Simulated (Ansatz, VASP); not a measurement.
Pt in VASP and in Ansatz

INCAR

```
AGGAC = 1.0
AGGAX = 1.0
ALDAC = 0.0
ALDAX = 1.0
ALGO = Normal
EDIFF = 1E-6
ENCUT = 520
GGA = B5
ISIF = 2
ISMEAR = -1
LASPH = T
LCHARG = F
LREAL = F
LWAVE = F
NBANDS = 22
NELM = 80
PREC = Accurate
SIGMA = 0.1
```

The input KPOINTS:

```
k-points
0
Gamma
  9 9 13
```

POSCAR

```
Pt
1.0
    4.6922616281      0.0000000000      0.0000000000
   -2.3461308140      4.0636177711      0.0000000000
    0.0000000000      0.0000000000      2.7904870148
Pt
3
Direct
    1.0000000000      1.0000000000      0.0000000000
    0.3333333333      0.6666666667      0.5000000000
    0.6666666667      0.3333333333      0.5000000000
```

Input for Ansatz:

```yaml
crystal:
  lattice:
    - [4.6922616281, 0.0, 0.0]
    - [-2.346130814, 4.0636177711, 0.0]
    - [0.0, 0.0, 2.7904870148]
  atoms:
    - { symbol: Pt, position: [1.0, 1.0, 0.0] }
    - { symbol: Pt, position: [0.3333333333, 0.6666666667, 0.5] }
    - { symbol: Pt, position: [0.6666666667, 0.3333333333, 0.5] }
hamiltonian:
  xc: blyp
  pseudopotentials:
    kind: paw
    azcp:
      Pt: "pseudopotentials/Pt.paw.azcp"
basis:
  ecutwfc: 420
  fft_grid_basis: typed
kpoints:
  mp_grid: { grid: [9, 9, 13], shift: [0, 0, 0] }
magnetization:
  spin_polarized: false
scf:
  occupations: { method: fermi_dirac, width: 0.1 }
  lower_state_search: "off"
output:
  stress: true
```

Alike in both runs: task single point; functional BLYP; k mesh 9 × 9 × 13; occupations fermi-dirac, width 0.1 eV; no spin polarisation.

|  | VASP | Ansatz |
| --- | --- | --- |
| version | VASP 6.6.1 | Ansatz 0.2.0 |
| potentials or method | VASP PAW PBE potentials, release 64 (Pt), cutoff 520 eV | plane waves (420 eV) with PAW, scalar-relativistic |
| valence electrons in the cell | 30 | 54 |

```csv
,VASP,Ansatz,Ansatz less VASP
pressure (GPa),-5.7,-6.4,-0.72
"traceless stress, the component that is largest in VASP (GPa)",0.32,0.27,-0.053
```

VASP's potentials were made for PBE, not for BLYP. VASP's potentials hold 30 valence electrons a cell and Ansatz's 54, so a difference there can come from the potentials and not from the codes.

Neither program's run includes spin-orbit coupling.
